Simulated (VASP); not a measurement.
**CuO: single point with PBE+U**

The system is CuO.

```
Cu O
1.0
     2.30558   -1.72961    0.07281
     2.31576    1.74354    0.04815
    -0.70809   -0.03897    5.12907
Cu O
2 2
Direct
  0.01425 0.47965 0.06043
  0.47088 0.15407 0.47412
  0.56927 0.29603 0.26394
  0.44560 0.57025 0.70150
```

```
Program             : VASP 6.6.1
Task                : single point
Functional          : PBE
Potentials or basis : VASP PAW PBE potentials, release 64 (Cu_sv_GW, O)
Cutoff              : 700 eV
k mesh              : 10 × 10 × 5
Occupations         : fermi-dirac, width 0.05 eV
Spin                : no spin polarisation
Hubbard terms       : Cu d U = 3.0 eV
```

```yaml
Pressure: 93.3 GPa
Largest_force: 42.085 eV/Å
Band_gap_on_the_k_mesh: zero (bands 25 and 26 overlap by 0.38 eV)
```

Forces on the atoms (eV/Å):
```
Cu    0.070   1.212  -3.358
Cu  -26.657  -7.063  31.790
O    23.085   2.382 -34.165
O     3.503   3.468   5.733
```

Stress tensor (GPa, compression positive):
```
 85.87  10.14 -78.54
 10.14  24.59   0.66
-78.54   0.66 169.34
```

Levels at points of the mesh, in eV from the Fermi level:
```
           k point  band 22  band 23  band 24  band 25  band 26  band 27  band 28  band 29
(0.00, 0.00, 0.00)    -2.06    -1.82    -0.35     0.17     0.27     1.56     6.54     6.74
(0.50, 0.00, 0.00)    -2.39    -2.17    -1.78    -0.03     0.72     4.24     5.79     6.35
(0.00, 0.50, 0.00)    -2.29    -1.72    -1.31    -0.06     0.45     4.90     5.71     7.02
(0.50, 0.50, 0.00)    -2.35    -1.96    -1.74    -1.26     1.08     3.92     6.73     7.98
```

Eigenvalues of the final occupation matrices:
| site | spin | trace | eigenvalues |
| --- | --- | --- | --- |
| site 1 d | 1 | 4.55 | 0.87 0.90 0.92 0.93 0.93 |
| site 1 d | 2 | 4.55 | 0.87 0.90 0.92 0.93 0.93 |
| site 2 d | 1 | 4.56 | 0.75 0.93 0.95 0.97 0.97 |
| site 2 d | 2 | 4.56 | 0.75 0.93 0.95 0.97 0.97 |

It took 5.7 min on 1 thread of Intel(R) Xeon(R) 6975P-C (Granite Rapids), on a shared host, peak memory 0.58 GiB.

Caveat: atoms lie so close that the PAW spheres overlap strongly, which falsifies energies and pressures; the cell stands under pressure; U without spin polarisation on a metal has little footing; forces of over 1 eV/Å act on the atoms, so gaps and moduli don't describe the material at rest.
